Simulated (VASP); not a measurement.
**LaTe4: single point with PBE**

LaTe4:

```xyz
5
Lattice="5.6954 0.0000 0.0000 0.0000 5.6954 0.0000 0.0000 0.0000 5.6954" Properties=species:S:1:pos:R:3 pbc="T T T"
La    0.0000    0.0000    0.0000
Te    1.4239    1.4239    1.4239
Te    4.2716    4.2716    1.4239
Te    1.4239    4.2716    4.2716
Te    4.2716    1.4239    4.2716
```

The cell was built from a structure type or drawn by symmetry, and may not be a known phase.

```
Program                : VASP 6.6.1
Task                   : single point
Functional             : PBE
Potentials or basis    : VASP PAW PBE potentials, release 64 (La, Te)
Cutoff                 : 520 eV
k mesh                 : 4 × 4 × 4
Occupations            : gaussian, width 0.1 eV
Spin                   : no spin polarisation
Dipole correction      : no
Further INCAR settings : ALGO = Normal; EDIFF = 1e-07; NBANDS = 26
```

| Quantity | Value |
| --- | --- |
| Pressure | 17.4 GPa |
| Band gap on the k mesh | zero (an odd number of electrons rules out a gap without spin polarisation) |

Levels at points of the mesh, in eV from the Fermi level:
```
           k point  band 13  band 14  band 15  band 16  band 17  band 18  band 19  band 20  band 21  band 22
(0.00, 0.00, 0.00)    -0.96    -0.96    -0.79    -0.79    -0.79     0.71     0.71     0.71     3.26     3.26
(0.50, 0.00, 0.00)    -1.25    -1.25    -1.02    -0.69    -0.69    -0.60     1.07     1.07     3.18     3.93
(0.50, 0.50, 0.00)    -0.99    -0.86    -0.83    -0.83    -0.73     0.26     0.26     0.30     3.56     3.98
(0.50, 0.50, 0.50)    -0.78    -0.78    -0.42    -0.42    -0.42     0.27     0.27     0.27     3.96     3.96
```

It took 38 s on 1 thread of AMD EPYC 9R45 96-Core Processor (Zen 5), on a shared host, peak memory 0.24 GiB.

Caveat: the cell stands under pressure; spin-orbit coupling is left out, which moves the levels of the heavy elements.
